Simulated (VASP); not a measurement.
Runs of VASP 6.6.1 on Na. The structure is that of space group Pm-3m (No. 221), or close to it. The cells are those of the table. This isn't the form of Na at room conditions, which is bcc.

| task | cell | k mesh | cutoff (eV) | gap on the mesh (eV) | pressure (GPa) |
| --- | --- | --- | --- | --- | --- |
| single point | a = 3.418 Å, 1 atom | 15 × 15 × 15 | 520 | none | 0.0 |
| relaxation of cell and atoms | relaxed from a = 3.441 Å, 1 atom | 9 × 9 × 9 | 600 | none | 0.0 |
| single point | a = 3.463 Å, 1 atom | 10 × 10 × 10 | 520 | none | -0.3 |
| single point | a = 3.550 Å, 1 atom | 10 × 10 × 10 | 520 | none | -0.6 |
| single point | a = 3.418 Å, 1 atom | 10 × 10 × 10 | 520 | none | 0.0 |
| single point | a = 3.418 Å, 1 atom | 9 × 9 × 9 | 520 | none | 0.0 |
| single point | a = 3.324 Å, 1 atom | 10 × 10 × 10 | 520 | none | (a) |
| single point | a = 3.276 Å, 1 atom | 10 × 10 × 10 | 520 | none | 0.9 |

Alike in all rows: level r2SCAN; potentials or basis VASP PAW PBE potentials, release 64 (Na_pv); no spin polarisation; smearing fermi-dirac 0.1 eV.

Task: Estimate the missing entries.

Result: (a) 0.6.

Caveats: the PAW data sets were made with another functional, which shifts forces and pressure a little.

A gap of «none» marks levels without a gap at the run's occupations.
